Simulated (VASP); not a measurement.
A run of VASP 6.6.1:

Contents of POSCAR:

```
GaAs
1.0
    0.0000000000      2.8750910496      2.8750910496
    2.8750910496      0.0000000000      2.8750910496
    2.8750910496      2.8750910496      0.0000000000
Ga As
1 1
Direct
    0.0000000000      0.0000000000      0.0000000000
    0.2500000000      0.2500000000      0.2500000000
```

Contents of INCAR.step1:

```
SYSTEM = GaAs
  ALGO = Normal
  EDIFF = 1E-5
  ENCUT = 550
  GGA = PE
  GGA_COMPAT = .FALSE.
  ISMEAR = 0
  LASPH = .TRUE.
  LCHARG = .FALSE.
  LREAL = .FALSE.
  LWAVE = .TRUE.
  NBANDS = 16
  NELM = 120
  PREC = Accurate
  SIGMA = 0.01
```

File INCAR.step2:

```
SYSTEM = GaAs
  ALGO = Normal
  EDIFF = 1E-6
  ENCUT = 550
  GGA_COMPAT = .FALSE.
  ISIF = 2
  ISMEAR = 0
  ISTART = 1
  LASPH = .TRUE.
  LCHARG = .FALSE.
  LMIXTAU = .TRUE.
  LREAL = .FALSE.
  LWAVE = .FALSE.
  METAGGA = R2SCAN
  NBANDS = 16
  NELM = 120
  PREC = Accurate
  SIGMA = 0.01
```

KPOINTS

```
k-points
0
G
  4 4 4
  0 0 0
```

Potentials or basis: VASP PAW PBE potentials, release 64 (Ga_d, As).

Run with:

```bash
$ cat potpaw_PBE.64/Ga_d/POTCAR potpaw_PBE.64/As/POTCAR > POTCAR
$ cp INCAR.step1 INCAR
$ mpirun -np 1 vasp_std > vasp.out
$ cp INCAR.step2 INCAR
$ mpirun -np 1 vasp_std > vasp.out
```

Hardware: 1 thread of Intel(R) Xeon(R) 6975P-C (Granite Rapids), with other jobs on the host.

Question: How long does it take, and how much memory?

Answer: Wall time 19 s on 1 thread of Intel(R) Xeon(R) 6975P-C (Granite Rapids), on a shared host, peak memory 0.18 GiB. Counts: k points 8.
